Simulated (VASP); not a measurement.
A run of VASP 6.6.1:

File INCAR:

```
PREC = Accurate ; ENCUT = 600
EDIFF = 1E-7 ; ISMEAR = 0
SIGMA = 0.01 ; LREAL = False
LASPH = True ; NELM = 60
ALGO = Normal ; ISIF = 3
LWAVE = False ; LCHARG = False
IBRION = 2 ; NSW = 80
EDIFFG = -0.005
```

Contents of KPOINTS:

```
Automatic mesh
0
Gamma
  10 10 2
```

File POSCAR:

```
MoS2
1.0
    3.1922379000      0.0000000000      0.0000000000
   -1.5961190000      2.7645591000      0.0000000000
    0.0000000000      0.0000000000     13.3782940000
Mo S
2 4
Direct
    0.6666666700      0.3333333300      0.2500000000
    0.3333333300      0.6666666700      0.7500000000
    0.6666666700      0.3333333300      0.6330820000
    0.3333333300      0.6666666700      0.3669180000
    0.6666666700      0.3333333300      0.8669180000
    0.3333333300      0.6666666700      0.1330820000
```

Potentials or basis: VASP PAW LDA potentials, release 64 (Mo_sv, S).

Command:

```console
$ cat potpaw_LDA.64/Mo_sv/POTCAR potpaw_LDA.64/S/POTCAR > POTCAR
$ mpirun -np 1 vasp_std > vasp.out
```

Hardware: 1 thread of Intel(R) Xeon(R) Platinum 8488C (Sapphire Rapids), with other jobs on the host.

**Question.** Estimate the wall time of this run.

**Answer.** Wall time 22 min on 1 thread of Intel(R) Xeon(R) Platinum 8488C (Sapphire Rapids), with other jobs on the host, peak memory 0.28 GiB. Counts: scf iterations 214, k points 28, ion steps 24.
